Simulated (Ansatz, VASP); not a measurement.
## PtS2: VASP beside Ansatz

```xyz
3
Lattice="3.5713 0.0000 0.0000 -1.7857 3.0929 0.0000 0.0000 0.0000 4.7683" Properties=species:S:1:pos:R:3 pbc="T T T"
Pt    0.0000    0.0000    0.0000
S     0.0000    2.0619    1.1966
S     1.7857    1.0310    3.5717
```

Alike in both runs: functional PBEsol; k mesh 12 × 12 × 8; occupations gaussian, width 0.02 eV; no spin polarisation.

Ansatz relaxed the structure, and its values are those at the end. VASP's run is a single point on that final structure, the one shown.

```csv
,VASP,Ansatz
version,VASP 6.6.1,Ansatz 0.2.0
potentials or method,"VASP PAW PBE potentials, release 64 (Pt, S), cutoff 520 eV","scalar-relativistic, plane waves, PAW"
valence electrons in the cell,22,30
```

```tsv
	VASP	Ansatz	Ansatz less VASP
gap on the k mesh at the Fermi level (eV)	0.25	0.24	-0.009
least direct gap on the mesh (eV)	0.67	0.67	-0.008
pressure (GPa)	-0.2	0.0	+0.25
rms of the force components (eV/Å)	0.011	0.001	-0.0093
```

VASP's potentials were made for PBE, not for PBEsol. VASP's potentials hold 22 valence electrons a cell and Ansatz's 30, so a difference there can come from the potentials and not from the codes.

Neither program's run includes spin-orbit coupling.
